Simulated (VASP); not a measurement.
Input of a VASP 6.6.1 run:

Contents of INCAR:

```
ALGO     = Normal         # electronic algorithm
EDIFF    = 1E-7           # SCF threshold, eV
ENCUT    = 520            # plane-wave cutoff, eV
GGA      = PS             # functional
ISIF     = 2              # what is computed and relaxed
ISMEAR   = 0              # smearing method
LASPH    = True           # aspherical terms in the spheres
LCHARG   = True           # write CHGCAR
LELF     = True           # ELF
LREAL    = False          # projectors in reciprocal space
LVHAR    = True         
LWAVE    = False          # write WAVECAR
NBANDS   = 18             # bands
NELM     = 100            # most SCF steps
PREC     = Accurate       # precision mode
SIGMA    = 0.1            # smearing width, eV
```

KPOINTS

```
k-points
0
Gamma
  6 6 6
```

The input POSCAR:

```
Br
1.0
    1.8753021328      1.0827061911      9.0632175371
   -1.8753021328      1.0827061911      9.0632175371
    0.0000000000     -2.1654123824      9.0632175371
Br
3
Direct
    0.0000000000      0.0000000000      0.0000000000
    0.2222200000      0.2222200000      0.2222200000
    0.7777800000      0.7777800000      0.7777800000
```

Potentials or basis: VASP PAW PBE potentials, release 64 (Br).

Run with:

```console
$ cat potpaw_PBE.64/Br/POTCAR > POTCAR
$ mpirun -np 1 vasp_std > vasp.out
```

Q: Estimate the pressure.

A: -5.1 GPa.

Q: Predict the largest force.

A: 0.029 eV/Å.

Stress tensor (GPa, compression positive):
```
-4.92  0.00  0.00
 0.00 -4.92  0.00
 0.00  0.00 -5.35
```

Caveat: the PAW data sets were made with another functional, which shifts forces and pressure a little; an odd number of electrons without spin polarisation forces a metal; a magnetic or distorted state may lie lower.
